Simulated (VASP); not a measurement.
# Fe: relaxation of cell and atoms with PBE

The system is Fe.

```
Fe
1.0
     0.00000    1.82582    1.82582
     1.82582    0.00000    1.82582
     1.82582    1.82582    0.00000
Fe
1
Cartesian
  0.0000 0.0000 0.0000
```

This isn't the form of Fe at room conditions, which is bcc.

* Program: VASP 6.6.1
* Task: relaxation of cell and atoms
* Functional: PBE
* Potentials or basis: VASP PAW PBE potentials, release 64 (Fe)
* Cutoff: 600 eV
* k mesh: 20 × 20 × 20
* Occupations: gaussian, width 0.1 eV
* Spin: collinear spin, ferromagnetic start
* Starting moments: [3.01] μB
* Dipole correction: no
* Further INCAR settings: ALGO = Normal; EDIFF = 1e-07; IBRION = 2; EDIFFG = -0.01; NSW = 80; ISIF = 3

| Item | Value |
| --- | --- |
| Relaxed volume | 12.04 Å³/atom |
| Relaxed cell | a = 2.573 Å, b = 2.573 Å, c = 2.573 Å, α = 60.00°, β = 60.00°, γ = 60.00° |
| Space group after relaxing (to 0.1 Å) | Fm-3m (No. 225) |
| Energy gained by relaxing | 0.8 meV/atom |
| Ionic steps | 3 |
| Pressure after relaxing | 0.0 GPa |
| Net moment | 2.60 μB per cell |
| Site moments | Fe +2.60 μB |
| Valence electrons inside the program's atomic spheres | Fe 7.16 |

The path:
| step | energy change (eV) | largest force (eV/Å) | pressure (GPa) | volume (Å³) |
| --- | --- | --- | --- | --- |
| 1 | 0.0000 | 0.0000 | -1.94 | 12.17 |
| 2 | -0.0001 | 0.0000 | 1.83 | 11.92 |
| 3 | -0.0008 | 0.0000 | 0.02 | 12.04 |

Final structure:
```
CELL_PARAMETERS angstrom
0.00000 1.81904 1.81904
1.81904 0.00000 1.81904
1.81904 1.81904 0.00000
ATOMIC_POSITIONS crystal
Fe 0.00000 0.00000 0.00000
```

Levels at points of the mesh, in eV from the Fermi level:
Spin up:
```csv
k point,band 2,band 3,band 4,band 5,band 6,band 7,band 8,band 9
"(0.00, 0.00, 0.00)",-2.45,-2.45,-2.45,-1.48,-1.48,21.77,25.79,25.79
"(0.50, 0.00, 0.00)",-2.61,-2.61,-0.55,-0.55,-0.15,5.97,20.40,23.44
"(0.50, 0.50, 0.00)",-4.34,-0.70,-0.27,-0.27,2.46,9.19,14.02,14.02
```
Spin down:
```csv
k point,band 1,band 2,band 3,band 4,band 5,band 6,band 7
"(0.00, 0.00, 0.00)",-8.13,-0.07,-0.07,-0.07,1.52,1.52,21.39
"(0.50, 0.00, 0.00)",-3.44,-0.05,-0.05,-0.01,2.31,2.31,7.65
"(0.50, 0.50, 0.00)",-3.18,-2.43,2.43,2.45,2.45,2.70,10.73
```

Wall time 3.3 min on 1 thread of Oxide Virtual Turin-like Processor (shared host), peak memory 0.18 GiB.
